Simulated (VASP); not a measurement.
Runs of VASP 6.6.1 on Bi. The structure is that of space group P6_3/mmc (No. 194), or close to it. The cells are those of the table. This isn't the form of Bi at room conditions, which is rhombohedral.

```csv
cell,k mesh,gap on the mesh (eV),pressure (GPa)
"a = 3.499, b = 3.499, c = 11.714 Å, angles 90.0, 90.0, 120.0°, 4 atoms",12 × 12 × 3,none,(b)
"a = 3.547, b = 3.547, c = 11.874 Å, angles 90.0, 90.0, 120.0°, 4 atoms",14 × 14 × 4,none,0.0
"a = 3.547, b = 3.547, c = 11.874 Å, angles 90.0, 90.0, 120.0°, 4 atoms",10 × 10 × 3,none,(a)
"a = 3.399, b = 3.399, c = 11.379 Å, angles 90.0, 90.0, 120.0°, 4 atoms",12 × 12 × 3,none,8.2
"a = 3.683, b = 3.683, c = 12.332 Å, angles 90.0, 90.0, 120.0°, 4 atoms",12 × 12 × 3,none,-4.3
```

Alike in all rows: task single point; level revPBE; potentials or basis VASP PAW PBE potentials, release 64 (Bi_d); no spin polarisation; cutoff (eV) 520; smearing fermi-dirac 0.1 eV.

Question: Fill in the values left out.

Answer: (a) -0.1; (b) 2.0.

Caveats: the PAW data sets were made with another functional, which shifts forces and pressure a little; spin-orbit coupling is left out, which moves the levels of the heavy elements; the cell stands under pressure (at least some runs); the cell stands under tension (at least some runs).

A k mesh can miss the band edges, and the runs leave out spin-orbit coupling on Bi.

A gap of «none» marks levels without a gap at the run's occupations.
